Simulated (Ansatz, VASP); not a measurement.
# One calculation of Ti, two programs

INCAR

```
PREC = Accurate
ENCUT = 520
EDIFF = 1E-6
ISMEAR = 0
SIGMA = 0.15
LREAL = F
LASPH = T
NELM = 60
ALGO = Normal
ISIF = 2
LWAVE = F
LCHARG = F
GGA = PE
NBANDS = 19
```

Contents of KPOINTS:

```
regular mesh
0
Gamma
  18 18 10
```

Contents of POSCAR:

```
Ti
1.0
    2.8319979460      0.0000000000      0.0000000000
   -1.4159989730      2.4525821647      0.0000000000
    0.0000000000      0.0000000000      4.4985600000
Ti
2
Direct
    0.3333333333      0.6666666667      0.2500000000
    0.6666666667      0.3333333333      0.7500000000
```

Input for Ansatz:

```yaml
crystal:
  lattice:
    - [2.831997946, 0.0, 0.0]
    - [-1.415998973, 2.4525821647, 0.0]
    - [0.0, 0.0, 4.49856]
  atoms:
    - { symbol: Ti, position: [0.3333333333, 0.6666666667, 0.25] }
    - { symbol: Ti, position: [0.6666666667, 0.3333333333, 0.75] }
basis:
  ecutwfc: 420
kpoints:
  mp_grid: { grid: [18, 18, 10] }
hamiltonian:
  xc: pbe
scf:
  occupations: { method: gaussian, width: 0.15 }
output:
  forces: true
  stress: true
  eigenvalues: true
```

Change from the starting cell: strain -0.040 along x and y, -0.040 along z, atoms carried along.

Alike in both runs: task single point; functional PBE; k mesh 18 × 18 × 10; occupations gaussian, width 0.15 eV; no spin polarisation.

```csv
,VASP,Ansatz
version,VASP 6.6.1,Ansatz 0.2.0
potentials or method,"VASP PAW PBE potentials, release 64 (Ti_sv), cutoff 520 eV","scalar-relativistic, plane waves, PAW"
valence electrons in the cell,24,24
```

```csv
,VASP,Ansatz,Ansatz less VASP
gap on the k mesh at the Fermi level (eV),none,none,-
pressure (GPa),14.0,14.5,+0.48
"traceless stress, the component that is largest in VASP (GPa)",-0.08,-0.08,-0.002
```

A gap of «none» marks a metal or a gap that the smearing closes.
